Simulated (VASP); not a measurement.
# Te2Mo: single point with PBEsol

The system is Te2Mo, a slab with vacuum.

```
Te Mo
1.0
     3.64817    0.00000    0.00000
    -1.82409    3.15941    0.00000
     0.00000    0.00000   17.05321
Te Mo
2 1
Direct
  0.33333 0.66667 0.89747
  0.33333 0.66667 0.10253
  0.00000 0.00000 0.00000
```

This cell differs from its parent crystal: biaxial strain in the a-b plane: +4.5 %.

```yaml
Program: VASP 6.6.1
Task: single point
Functional: PBEsol
Potentials_or_basis: VASP PAW PBE potentials, release 64 (Te, Mo_sv)
Cutoff: 520 eV
k_mesh: 12 × 12 × 2
Occupations: gaussian, width 0.02 eV
Spin: no spin polarisation
```

```yaml
Band_gap_on_the_k_mesh: 0.86 eV
```

Forces in eV/Å, atoms in the order of the input:
```
Te   0.000  0.000 -0.002
Te   0.000  0.000  0.002
Mo   0.000  0.000  0.000
```

Levels at points of the mesh, in eV from the valence-band top:
| k point | band 11 | band 12 | band 13 | band 14 | band 15 | band 16 |
| --- | --- | --- | --- | --- | --- | --- |
| (0.00, 0.00, 0.00) | -0.99 | -0.99 | -0.08 | 2.91 | 2.91 | 3.23 |
| (0.50, 0.00, 0.00) | -1.26 | -0.59 | -0.52 | 1.26 | 1.60 | 3.33 |
| (0.00, 0.00, 0.50) | -0.99 | -0.99 | -0.08 | 2.91 | 2.91 | 3.23 |
| (0.50, 0.00, 0.50) | -1.26 | -0.59 | -0.52 | 1.26 | 1.60 | 3.33 |

Wall time 7 min on 1 thread of Intel Xeon 8259CL, on a shared host, peak memory 0.38 GiB.

Caveat: the cell differs from its parent crystal (biaxial strain in the a-b plane: +4.5 %); the PAW data sets were made with another functional, which shifts forces and pressure a little; spin-orbit coupling is left out, which moves the levels of the heavy elements.
